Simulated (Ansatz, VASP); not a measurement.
## SnO2: VASP beside Ansatz

Contents of INCAR:

```
SYSTEM = SnO2
PREC     = Accurate       ! precision mode
ENCUT    = 520            ! plane-wave cutoff, eV
EDIFF    = 1E-6           ! SCF threshold, eV
ISMEAR   = 0              ! smearing method
SIGMA    = 0.05           ! smearing width, eV
LREAL    = .False.        ! projectors in reciprocal space
LASPH    = .True.         ! aspherical terms in the spheres
NELM     = 100            ! most SCF steps
ALGO     = Normal         ! electronic algorithm
ISIF     = 2              ! what is computed and relaxed
LWAVE    = .False.        ! write WAVECAR
LCHARG   = .True.         ! write CHGCAR
LELF     = .True.         ! ELF
LVHAR    = .True.       
NBANDS   = 35             ! bands
```

Contents of KPOINTS:

```
regular mesh
0
Gamma
  6 6 8
  0 0 0
```

The input POSCAR:

```
SnO2
1.0
    4.8820573695      0.0000000000      0.0000000000
    0.0000000000      4.8826571076      0.0000000000
    0.0000000000      0.0000000000      3.2983446198
Sn O
2 4
Direct
    0.5000000000      0.5000000000      0.5000000000
    0.0000000000      0.0000000000      0.0000000000
    0.3059833077      0.2672588243      0.0000000000
    0.8059833077      0.2327411757      0.5000000000
    0.1940166923      0.7672588243      0.5000000000
    0.6940166923      0.7327411757      0.0000000000
```

Input for Ansatz:

```yaml
crystal:
  lattice:
    - [4.8820573695, 0.0, 0.0]
    - [0.0, 4.8826571076, 0.0]
    - [0.0, 0.0, 3.2983446198]
  atoms:
    - { symbol: Sn, position: [0.5, 0.5, 0.5] }
    - { symbol: Sn, position: [0.0, 0.0, 0.0] }
    - { symbol: O, position: [0.3059833077, 0.2672588243, 0.0] }
    - { symbol: O, position: [0.8059833077, 0.2327411757, 0.5] }
    - { symbol: O, position: [0.1940166923, 0.7672588243, 0.5] }
    - { symbol: O, position: [0.6940166923, 0.7327411757, 0.0] }
basis:
  ecutwfc: 520.0
kpoints:
  mp_grid: { grid: [6, 6, 8] }
hamiltonian:
  xc: lda
scf:
  occupations: { method: gaussian, width: 0.05 }
output:
  forces: true
  stress: true
  eigenvalues: true
```

Alike in both runs: task single point; functional LDA; k mesh 6 × 6 × 8; occupations gaussian, width 0.05 eV; no spin polarisation.

```csv
,VASP,Ansatz
version,VASP 6.6.1,Ansatz 0.2.0
potentials or method,"VASP PAW LDA potentials, release 64 (Sn_d, O), cutoff 520 eV","scalar-relativistic, plane waves, PAW"
valence electrons in the cell,52,52
```

```csv
,VASP,Ansatz,Ansatz less VASP
gap on the k mesh at the Fermi level (eV),0.40,0.39,-0.003
least direct gap on the mesh (eV),0.75,0.77,+0.020
pressure (GPa),-15.3,-16.0,-0.65
"traceless stress, the component that is largest in VASP (GPa)",4.08,3.94,-0.143
rms of the force components (eV/Å),1.036,1.016,-0.0204
```

LDA's correlation is that of Perdew and Zunger in VASP and of Perdew and Wang (1992) in Ansatz. Atom by atom the forces differ by 0.021 eV/Å (rms over components).
